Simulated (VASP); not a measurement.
Ge:

```xyz
4
Lattice="2.2616 -3.8282 0.0000 2.2616 3.8282 0.0000 0.0000 0.0000 4.5392" Properties=species:S:1:pos:R:3 pbc="T T T"
Ge    2.2616   -1.1966    1.8950
Ge    2.2616   -2.6315    4.1647
Ge    2.2616    1.1966    2.6442
Ge    2.2616    2.6315    0.3746
```

- Program: VASP 6.6.1
- Task: relaxation of cell and atoms
- Functional: PBE
- Potentials or basis: VASP PAW PBE potentials, release 64 (Ge_d)
- Cutoff: 600 eV
- k mesh: 6 × 6 × 4
- Occupations: gaussian, width 0.1 eV
- Spin: no spin polarisation

At the start: pressure 9.7 GPa; volume 19.65 Å³/atom.

Q: How do energy, volume and symmetry change on relaxing?

A: Over 21 steps the energy falls by 129.2 meV/atom and the volume is 21.53 Å³/atom (+9.6 %); space group Cmce (No. 64, to 0.05 Å).

The path:
| step | energy change (eV) | largest force (eV/Å) | pressure (GPa) | volume (Å³) |
| --- | --- | --- | --- | --- |
| 1 | 0.0000 | 0.2844 | 9.72 | 78.60 |
| 2 | -0.3221 | 0.1309 | -1.64 | 92.94 |
| 3 | -0.3352 | 0.1478 | -0.28 | 90.20 |
| 4 | -0.3350 | 0.1493 | -0.03 | 89.96 |
| 5 | -0.3419 | 0.1348 | 0.15 | 89.76 |
| 6 | -0.3542 | 0.1947 | 0.46 | 89.16 |
| 7 | -0.3589 | 0.1855 | 0.34 | 89.27 |
| 8 | -0.3710 | 0.1656 | 0.13 | 89.61 |
| 9 | -0.3856 | 0.1080 | -0.37 | 90.24 |
| 10 | -0.3812 | 0.1572 | -1.43 | 91.35 |
| 11 | -0.3920 | 0.1036 | -0.81 | 90.67 |
| 12 | -0.3996 | 0.1047 | -0.88 | 90.58 |
| 13 | -0.4160 | 0.1164 | -1.08 | 90.29 |
| 14 | -0.4720 | 0.1205 | -1.52 | 89.57 |
| 15 | -0.3952 | 0.0811 | -1.71 | 87.54 |
| 16 | -0.4809 | 0.1453 | -1.52 | 89.15 |
| 17 | -0.5029 | 0.0925 | -0.90 | 87.56 |
| 18 | -0.5126 | 0.0128 | 0.39 | 85.52 |
| 19 | -0.5128 | 0.0185 | 0.23 | 85.75 |
| 20 | -0.5156 | 0.0093 | 0.08 | 85.97 |
| 21 | -0.5167 | 0.0127 | -0.01 | 86.13 |

Final structure:
```yaml
crystal:
  lattice:
    - [2.51446, -4.26197, 0.00000]
    - [2.51446, 4.26197, 0.00000]
    - [0.00000, 0.00000, 4.01841]
  atoms:
    - { symbol: Ge, position: [0.65028, 0.34972, 0.38351] }
    - { symbol: Ge, position: [0.84972, 0.15028, 0.88351] }
    - { symbol: Ge, position: [0.34972, 0.65028, 0.61649] }
    - { symbol: Ge, position: [0.15028, 0.84972, 0.11649] }
```

Caveat: the relaxation stopped at a loose force limit of 0.05 eV/Å, so its end isn't a converged minimum.
